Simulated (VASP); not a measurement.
# MgS in VASP: further runs

Runs on MgS. Level: PBE. Tasks: single point.

Program: VASP 6.6.1. These are calculated values, not measurements. Logs are shortened: lines on timing, memory, paths and dates and some standing lists are left out, and cuts for length are marked.

**1. The cell of the first run**

It takes space group Pa-3 (No. 205, cubic). Conventional cell: a = 6.986 Å, b = 6.986 Å, c = 6.986 Å, α = 90.00°, β = 90.00°, γ = 90.00°. Mg (site symmetry 3) has 4 S at 2.41 to 2.52 Å within 3.2 Å. S (site symmetry 3) has 4 Mg at 2.41 to 2.52 Å within 3.2 Å.

**2. Single point, PBE**

INCAR reads:

```
SYSTEM = MgS
PREC = Accurate
ENCUT = 520
EDIFF = 1E-6
ISMEAR = 0
SIGMA = 0.1
LREAL = Auto
LASPH = .TRUE.
NELM = 80
ALGO = Normal
ISIF = 2
LWAVE = .FALSE.
LCHARG = .FALSE.
GGA = PE
NBANDS = 46
```

KPOINTS reads:

```
Automatic mesh
0
G
  2 2 2
  0 0 0
```

POSCAR reads:

```
MgS
1.0
    6.9860610228      0.0000000000      0.0000000000
    0.0000000000      6.9860610228      0.0000000000
    0.0000000000      0.0000000000      6.9860610228
Mg S
8 8
Direct
    0.8422061357      0.6577938643      0.3422061357
    0.1577938643      0.3422061357      0.6577938643
    0.3422061357      0.6577938643      0.1577938643
    0.8422061357      0.8422061357      0.8422061357
    0.6577938643      0.1577938643      0.3422061357
    0.6577938643      0.3422061357      0.8422061357
    0.1577938643      0.1577938643      0.1577938643
    0.3422061357      0.8422061357      0.6577938643
    0.1431273254      0.8568726746      0.3568726746
    0.6431273254      0.6431273254      0.6431273254
    0.8568726746      0.3568726746      0.1431273254
    0.3568726746      0.1431273254      0.8568726746
    0.6431273254      0.8568726746      0.1431273254
    0.8568726746      0.1431273254      0.6431273254
    0.3568726746      0.3568726746      0.3568726746
    0.1431273254      0.6431273254      0.8568726746
```

Potentials or basis: VASP PAW PBE potentials, release 64 (Mg, S).

Run with:

```console
$ cat potpaw_PBE.64/Mg/POTCAR potpaw_PBE.64/S/POTCAR > POTCAR
$ mpirun -np 1 vasp_std > vasp.out
```

OUTCAR:

```text
SYSTEM = MgS
   PREC = Accurate
   ENCUT = 520
   EDIFF = 1E-6
   ISMEAR = 0
   LREAL = Auto
   LASPH = .TRUE.
   NELM = 80
   ISIF = 2
   GGA = PE

 ion  position               nearest neighbor table
   1  0.842  0.658  0.342-  13 2.41  10 2.52  11 2.52   9 2.52
   2  0.158  0.342  0.658-  12 2.41  14 2.52  15 2.52  16 2.52
   3  0.342  0.658  0.158-   9 2.41  13 2.52  15 2.52  16 2.52
   4  0.842  0.842  0.842-  10 2.41  13 2.52  14 2.52  16 2.52
   5  0.658  0.158  0.342-  11 2.41  13 2.52  14 2.52  15 2.52
   6  0.658  0.342  0.842-  14 2.41  11 2.52  12 2.52  10 2.52
[... 8 lines left out ...]
  15  0.357  0.357  0.357-   7 2.41   3 2.52   5 2.52   2 2.52
  16  0.143  0.643  0.857-   8 2.41   3 2.52   4 2.52   2 2.52

  LATTYP: Found a simple cubic cell.
 ALAT       =     6.9860610228

  Lattice vectors:

 A1 = (   6.9860610228,   0.0000000000,   0.0000000000)
 A2 = (   0.0000000000,   6.9860610228,   0.0000000000)
 A3 = (   0.0000000000,   0.0000000000,   6.9860610228)

Analysis of symmetry for initial positions (statically):
=====================================================================
 Subroutine PRICEL returns:
 Original cell was already a primitive cell.

 Routine SETGRP: Setting up the symmetry group for a
 simple cubic supercell.

 Subroutine GETGRP returns: Found 24 space group operations
 (whereof  6 operations were pure point group operations)
 out of a pool of 48 trial point group operations.

The static configuration has the point symmetry S_6 .
 The point group associated with its full space group is T_h .

Analysis of symmetry for dynamics (positions and initial velocities):
=====================================================================
 Subroutine PRICEL returns:
 Original cell was already a primitive cell.

 Routine SETGRP: Setting up the symmetry group for a
 simple cubic supercell.

 Subroutine GETGRP returns: Found 24 space group operations
 (whereof  6 operations were pure point group operations)
 out of a pool of 48 trial point group operations.

The dynamic configuration has the point symmetry S_6 .
 The point group associated with its full space group is T_h .

 Subroutine INISYM returns: Found 24 space group operations
 (whereof  6 operations are pure point group operations),
 and found     1 'primitive' translations

----------------------------------------------------------------------------------------

                                     Primitive cell

  volume of cell :     340.9550

  direct lattice vectors                    reciprocal lattice vectors
     6.986061023  0.000000000  0.000000000     0.143142179  0.000000000  0.000000000
     0.000000000  6.986061023  0.000000000     0.000000000  0.143142179  0.000000000
     0.000000000  0.000000000  6.986061023     0.000000000  0.000000000  0.143142179

  length of vectors
     6.986061023  6.986061023  6.986061023     0.143142179  0.143142179  0.143142179

  position of ions in fractional coordinates (direct lattice)
     0.842206136  0.657793864  0.342206136
     0.157793864  0.342206136  0.657793864
     0.342206136  0.657793864  0.157793864
     0.842206136  0.842206136  0.842206136
     0.657793864  0.157793864  0.342206136
     0.657793864  0.342206136  0.842206136
[... 8 lines left out ...]
     0.356872675  0.356872675  0.356872675
     0.143127325  0.643127325  0.856872675

  ion indices of the primitive-cell ions
   primitive index   ion index
                 1           1
                 2           2
                 3           3
                 4           4
                 5           5
                 6           6
[... 8 lines left out ...]
                15          15
                16          16

----------------------------------------------------------------------------------------

 KPOINTS: Automatic mesh

Automatic generation of k-mesh.
 Grid dimensions read from file:
 generate k-points for:    2    2    2

 Generating k-lattice:

  Cartesian coordinates                     Fractional coordinates (reciprocal lattice)
     0.071571090  0.000000000  0.000000000     0.500000000  0.000000000  0.000000000
     0.000000000  0.071571090  0.000000000     0.000000000  0.500000000  0.000000000
     0.000000000  0.000000000  0.071571090     0.000000000  0.000000000  0.500000000

  Length of vectors
     0.071571090  0.071571090  0.071571090

  Shift w.r.t. Gamma in fractional coordinates (k-lattice)
     0.000000000  0.000000000  0.000000000

 Subroutine IBZKPT returns following result:
 ===========================================

 Found      4 irreducible k-points:

 Following reciprocal coordinates:
            Coordinates               Weight
  0.000000  0.000000  0.000000      1.000000
  0.500000  0.000000  0.000000      3.000000
  0.500000  0.500000  0.000000      3.000000
  0.500000  0.500000  0.500000      1.000000
   k-points           NKPTS =      4   k-points in BZ     NKDIM =      4   number of bands    NBANDS=     46
[... 29 lines left out ...]
   NUPDOWN=      -1.0000    fix difference up-down
   EMIN   =  10.00;   EMAX   =-10.00  energy-range for DOS
   EFERMI =   0.00;   METHOD = LEGACY
   ISMEAR =     0;   SIGMA  =   0.10  broadening in eV -4-tet -1-fermi 0-gaus
   EFERMI_NEDOS =   21; number of points for ismear=-14 and -15
   IALGO  =     38    algorithm
   IMIX   =      4    mixing-type and parameters
     AMIX     =   0.40;   BMIX     =  1.00
     AMIX_MAG =   1.60;   BMIX_MAG =  1.00
  volume/ion in A,a.u.               =      21.31       143.80
  Fermi-wavevector in a.u.,A,eV,Ry     =   0.937351  1.771337 11.954456  0.878628
  Thomas-Fermi vector in A             =   2.064454
   LORBIT       =      0    0 simple, 1 ext, 2 COOP (PROOUT), +10 PAW based schemes
   GGA     = PE    functional components
   LHFCALC =     F    Hartree Fock is set to
   AEXX    =    0.0000 exact exchange contribution
   IVDW    =     0    specifies the selected vdW correction
   LEPSILON=     F    determine dielectric tensor
   LRPA    =     F    only Hartree local field effects (RPA)
 non-spin polarized calculation
 Gauss-broadening in eV      SIGMA  =   0.10
  energy-cutoff  :      520.00
  volume of cell :      340.96
 maximum number of plane-waves:      9220
 NGX is ok and might be reduce to    54
   NGX = 25   NGY = 25   NGZ = 25

 number of electron      63.9999992 magnetization

 Free energy of the ion-electron system (eV)
  ---------------------------------------------------
  ext. energy  EPLUGINS =         0.00000000
  ---------------------------------------------------
  free energy    TOTEN  =       -65.84387080 eV

  energy without entropy =      -65.84387080  energy(sigma->0) =      -65.84387080

 E-fermi :   2.5205     XC(G=0):  -8.7652

 val. band max:        2.0110813510   @ k =   0.0000   0.0000   0.0000
 cond. band min:       4.4663184197   @ k =   0.0000   0.0000   0.0000
 fundamental gap:      2.4552370687
 Fermi energy:         2.5205002568

 k-point     1 :       0.0000    0.0000    0.0000
  band No.  band energies     occupation
      1      -9.7631      2.00000
      2      -8.9238      2.00000
      3      -8.9238      2.00000
      4      -8.9238      2.00000
      5      -8.8156      2.00000
      6      -8.8156      2.00000
[... 36 lines left out ...]
     43       8.1941      0.00000
     44       8.1941      0.00000

 k-point     2 :       0.5000    0.0000    0.0000
  band No.  band energies     occupation
      1      -9.4410      2.00000
      2      -9.4410      2.00000
      3      -8.8752      2.00000
      4      -8.8752      2.00000
      5      -8.7983      2.00000
      6      -8.7983      2.00000
[... 36 lines left out ...]
     43       8.1845      0.00000
     44       8.1845      0.00000

 k-point     3 :       0.5000    0.5000    0.0000
  band No.  band energies     occupation
      1      -9.1867      2.00000
      2      -9.1867      2.00000
      3      -9.1867      2.00000
      4      -9.1867      2.00000
      5      -8.7093      2.00000
      6      -8.7093      2.00000
[... 36 lines left out ...]
     43       7.8285      0.00000
     44       7.8285      0.00000

 k-point     4 :       0.5000    0.5000    0.5000
  band No.  band energies     occupation
      1      -9.0718      2.00000
      2      -9.0718      2.00000
      3      -9.0718      2.00000
      4      -9.0718      2.00000
      5      -8.8451      2.00000
      6      -8.8451      2.00000
[... 36 lines left out ...]
     43       7.3998      0.00000
     44       7.3998      0.00000
 [bands above 44 left out]

------------------------ aborting loop because EDIFF is reached ----------------------------------------

  FORCE on cell =-STRESS in cart. coord.  units (eV):
  Direction    XX          YY          ZZ          XY          YZ          ZX
  --------------------------------------------------------------------------------------
  -------------------------------------------------------------------------------------
  Total       -0.5237012     -0.5237012     -0.5237012      0.0000000     -0.0000000      0.0000000
  in kB       -2.4609175     -2.4609175     -2.4609175      0.0000000     -0.0000000      0.0000000
  external PRESSURE =      -2.4609175 kB  Pullay stress =       0.0000000 kB

 VOLUME and BASIS-vectors are now :
 -----------------------------------------------------------------------------
  energy-cutoff  :      520.00
  volume of cell :      340.96
      direct lattice vectors                 reciprocal lattice vectors
     6.986061023  0.000000000  0.000000000     0.143142179  0.000000000  0.000000000
     0.000000000  6.986061023  0.000000000     0.000000000  0.143142179  0.000000000
     0.000000000  0.000000000  6.986061023     0.000000000  0.000000000  0.143142179

 POSITION                                       TOTAL-FORCE (eV/Angst)
 -----------------------------------------------------------------------------------
      5.88370      4.59539      2.39067        -0.007842      0.007842     -0.007842
      1.10236      2.39067      4.59539         0.007842     -0.007842      0.007842
      2.39067      4.59539      1.10236        -0.007842      0.007842      0.007842
      5.88370      5.88370      5.88370        -0.007842     -0.007842     -0.007842
      4.59539      1.10236      2.39067         0.007842      0.007842     -0.007842
      4.59539      2.39067      5.88370         0.007842     -0.007842     -0.007842
[... 8 lines left out ...]
      2.49313      2.49313      2.49313         0.006020      0.006020      0.006020
      0.99990      4.49293      5.98616        -0.006020     -0.006020      0.006020
 -----------------------------------------------------------------------------------
    total drift:                                0.000000      0.000000      0.000000

  FREE ENERGIE OF THE ION-ELECTRON SYSTEM (eV)
  ---------------------------------------------------
  free  energy   TOTEN  =       -65.8438707985 eV

  energy  without entropy=      -65.8438707985  energy(sigma->0) =      -65.84387080
```

Wall time 77 s (1 thread of Intel Xeon Platinum 8559C (Emerald Rapids), shared host); peak memory 0.37 GiB.

Results:

```yaml
Free_energy: -65.8439 eV
Pressure: -0.2 GPa
Largest_force: 0.014 eV/Å
Band_gap_on_the_k_mesh: 2.46 eV, direct
```

Forces on the atoms (eV/Å):
```
Mg  -0.008  0.008 -0.008
Mg   0.008 -0.008  0.008
Mg  -0.008  0.008  0.008
Mg  -0.008 -0.008 -0.008
Mg   0.008  0.008 -0.008
Mg   0.008 -0.008 -0.008
Mg   0.008  0.008  0.008
Mg  -0.008 -0.008  0.008
S   -0.006  0.006  0.006
S   -0.006 -0.006 -0.006
S    0.006  0.006 -0.006
S    0.006 -0.006  0.006
S   -0.006  0.006 -0.006
S    0.006 -0.006 -0.006
S    0.006  0.006  0.006
S   -0.006 -0.006  0.006
```

Caveat: the k points lie up to 0.45 Å⁻¹ apart.

**3. Single point, PBE**

INCAR reads:

```
SYSTEM = MgS
PREC     = Accurate       ! precision mode
ENCUT    = 520            ! plane-wave cutoff, eV
EDIFF    = 1E-6           ! SCF threshold, eV
ISMEAR   = 0              ! smearing method
SIGMA    = 0.1            ! smearing width, eV
LREAL    = Auto         
LASPH    = .TRUE.         ! aspherical terms in the spheres
NELM     = 100            ! most SCF steps
ALGO     = Normal         ! electronic algorithm
ISIF     = 2              ! what is computed and relaxed
LWAVE    = .FALSE.        ! write WAVECAR
LCHARG   = .FALSE.        ! write CHGCAR
GGA      = PE             ! functional
NBANDS   = 46             ! bands
```

KPOINTS is that of step 2.

POSCAR reads:

```
MgS
1.0
    6.9813421875     -0.0007003026      0.0002430963
   -0.0006730010      6.9842193071      0.0011963633
    0.0002461575      0.0013018485      6.9800539684
Mg S
8 8
Direct
    0.8420206936      0.6579524289      0.3418443332
    0.1580732957      0.3420436135      0.6582080012
    0.3421079319      0.6581944164      0.1581721678
    0.8420424476      0.8418753405      0.8417066849
    0.6579271194      0.1580547837      0.3417423902
    0.6580383975      0.3418320010      0.8417891104
    0.1578678438      0.1581137709      0.1582992119
    0.3419355073      0.8419744248      0.6582275226
    0.1428668141      0.8571326691      0.3573095896
    0.6427175351      0.6427826836      0.6427365126
    0.8571568882      0.3572846822      0.1426994853
    0.3570789578      0.1427241352      0.8573377912
    0.6430013922      0.8572621528      0.1427359445
    0.8572028514      0.1428237621      0.6426249047
    0.3571839506      0.3572195738      0.3572448806
    0.1427783739      0.6427295616      0.8573214694
```

Potentials or basis: VASP PAW PBE potentials, release 64 (Mg, S).

Run with:

```console
$ cat potpaw_PBE.64/Mg/POTCAR potpaw_PBE.64/S/POTCAR > POTCAR
$ mpirun -np 1 vasp_std > vasp.out
```

It took 2.2 min on 1 thread of Intel Xeon Platinum 8559C (Emerald Rapids), shared host; peak memory 0.39 GiB.

It converged, with:

```
Free energy            : -65.8450 eV
Pressure               : -0.1 GPa
Largest force          : 0.009 eV/Å
Band gap on the k mesh : 2.46 eV, direct
```

Forces in eV/Å, atoms in the order of the input:
```
Mg  -0.005  0.006 -0.003
Mg   0.004 -0.006  0.004
Mg  -0.005  0.003  0.003
Mg  -0.005 -0.003 -0.003
Mg   0.005  0.004 -0.002
Mg   0.002 -0.004 -0.004
Mg   0.005  0.003  0.002
Mg  -0.003 -0.004  0.004
S   -0.002  0.002  0.000
S    0.000 -0.002 -0.001
S    0.000  0.000 -0.001
S    0.003 -0.001  0.001
S   -0.003  0.001 -0.002
S    0.001 -0.002  0.000
S    0.001  0.002  0.001
S    0.000 -0.001  0.002
```

Levels at points of the mesh, in eV from the valence-band top:
| k point | band 29 | band 30 | band 31 | band 32 | band 33 | band 34 | band 35 | band 36 |
| --- | --- | --- | --- | --- | --- | --- | --- | --- |
| (0.00, 0.00, 0.00) | -0.66 | 0.00 | 0.00 | 0.00 | 2.46 | 4.73 | 4.73 | 4.73 |
| (0.50, 0.00, 0.00) | -0.37 | -0.37 | -0.20 | -0.20 | 3.82 | 3.82 | 3.93 | 3.93 |
| (0.00, 0.50, 0.00) | -0.37 | -0.37 | -0.20 | -0.19 | 3.82 | 3.82 | 3.93 | 3.93 |
| (0.50, 0.50, 0.00) | -0.39 | -0.39 | -0.39 | -0.39 | 4.03 | 4.03 | 4.03 | 4.03 |
| (0.00, 0.00, 0.50) | -0.37 | -0.37 | -0.20 | -0.20 | 3.83 | 3.83 | 3.92 | 3.93 |
| (0.50, 0.00, 0.50) | -0.39 | -0.39 | -0.39 | -0.39 | 4.03 | 4.03 | 4.03 | 4.03 |
| (0.00, 0.50, 0.50) | -0.39 | -0.39 | -0.39 | -0.39 | 4.03 | 4.03 | 4.03 | 4.03 |
| (0.50, 0.50, 0.50) | -0.60 | -0.60 | -0.60 | -0.60 | 4.21 | 4.21 | 4.21 | 4.21 |

Caveat: the k points lie up to 0.45 Å⁻¹ apart.

**4. Single point, PBE**

This run uses another cell than the first one, of 18.09 Å³/atom, 0.849 times its volume.

INCAR reads:

```
PREC     = Accurate       # precision mode
ENCUT    = 520            # plane-wave cutoff, eV
EDIFF    = 1E-6           # SCF threshold, eV
ISMEAR   = 0              # smearing method
SIGMA    = 0.1            # smearing width, eV
LREAL    = Auto         
LASPH    = T              # aspherical terms in the spheres
NELM     = 100            # most SCF steps
ALGO     = Normal         # electronic algorithm
ISIF     = 2              # what is computed and relaxed
LWAVE    = F              # write WAVECAR
LCHARG   = T              # write CHGCAR
GGA      = PE             # functional
LELF     = T              # ELF
LVHAR    = T            
NBANDS   = 46             # bands
```

KPOINTS reads:

```
regular mesh
0
Gamma
  4 4 4
```

POSCAR reads:

```
MgS
1.0
    6.6150316900      0.0000000000      0.0000000000
    0.0000000000      6.6150316900      0.0000000000
    0.0000000000      0.0000000000      6.6150316900
Mg S
8 8
Direct
    0.8530000000      0.6470000000      0.3530000000
    0.1470000000      0.3530000000      0.6470000000
    0.3530000000      0.6470000000      0.1470000000
    0.8530000000      0.8530000000      0.8530000000
    0.6470000000      0.1470000000      0.3530000000
    0.6470000000      0.3530000000      0.8530000000
    0.1470000000      0.1470000000      0.1470000000
    0.3530000000      0.8530000000      0.6470000000
    0.1470000000      0.8530000000      0.3530000000
    0.6470000000      0.6470000000      0.6470000000
    0.8530000000      0.3530000000      0.1470000000
    0.3530000000      0.1470000000      0.8530000000
    0.6470000000      0.8530000000      0.1470000000
    0.8530000000      0.1470000000      0.6470000000
    0.3530000000      0.3530000000      0.3530000000
    0.1470000000      0.6470000000      0.8530000000
```

Run with:

```console
$ cat potpaw_PBE.64/Mg/POTCAR potpaw_PBE.64/S/POTCAR > POTCAR
$ mpirun -np 1 vasp_std > vasp.out
```

Run time: 2.2 min. Hardware: 1 thread of Intel Xeon Platinum 8559C (Emerald Rapids), shared host; peak memory 0.38 GiB.

Results (log left out):

* Free energy: -64.0781 eV
* Pressure: 12.2 GPa
* Largest force: 0.147 eV/Å
* Band gap on the k mesh: 2.91 eV, direct

Forces on the atoms (eV/Å):
```
Mg  -0.085  0.085 -0.085
Mg   0.085 -0.085  0.085
Mg  -0.085  0.085  0.085
Mg  -0.085 -0.085 -0.085
Mg   0.085  0.085 -0.085
Mg   0.085 -0.085 -0.085
Mg   0.085  0.085  0.085
Mg  -0.085 -0.085  0.085
S   -0.080  0.080  0.080
S   -0.080 -0.080 -0.080
S    0.080  0.080 -0.080
S    0.080 -0.080  0.080
S   -0.080  0.080 -0.080
S    0.080 -0.080 -0.080
S    0.080  0.080  0.080
S   -0.080 -0.080  0.080
```

Levels at points of the mesh, in eV from the valence-band top:
| k point | band 29 | band 30 | band 31 | band 32 | band 33 | band 34 | band 35 | band 36 |
| --- | --- | --- | --- | --- | --- | --- | --- | --- |
| (0.00, 0.00, 0.00) | -0.78 | 0.00 | 0.00 | 0.00 | 2.91 | 4.74 | 4.74 | 4.74 |
| (0.50, 0.00, 0.00) | -0.45 | -0.45 | -0.18 | -0.18 | 3.83 | 3.83 | 4.09 | 4.09 |
| (0.50, 0.50, 0.00) | -0.47 | -0.47 | -0.47 | -0.47 | 4.02 | 4.02 | 4.02 | 4.02 |
| (0.50, 0.50, 0.50) | -0.80 | -0.80 | -0.80 | -0.80 | 4.17 | 4.17 | 4.17 | 4.17 |

**5. Summary**

| cell | k mesh | gap on the mesh (eV) | pressure (GPa) | largest force (eV/Å) |
| --- | --- | --- | --- | --- |
| a = 6.986 Å, 16 atoms | 2 × 2 × 2 | 2.46 | -0.2 | 0.01 |
| a = 6.981, b = 6.984, c = 6.980 Å, 16 atoms | 2 × 2 × 2 | 2.46 | -0.1 | 0.01 |
| a = 6.615 Å, 16 atoms | 4 × 4 × 4 | 2.91 | 12.2 | 0.15 |

Alike in all rows: task single point; level PBE; potentials or basis VASP PAW PBE potentials, release 64 (Mg, S); no spin polarisation; cutoff (eV) 520; smearing gaussian 0.1 eV.

Caveats: some runs use coarse meshes.

Total energies depend on the potentials used, so only differences within one code and one set of settings carry meaning.
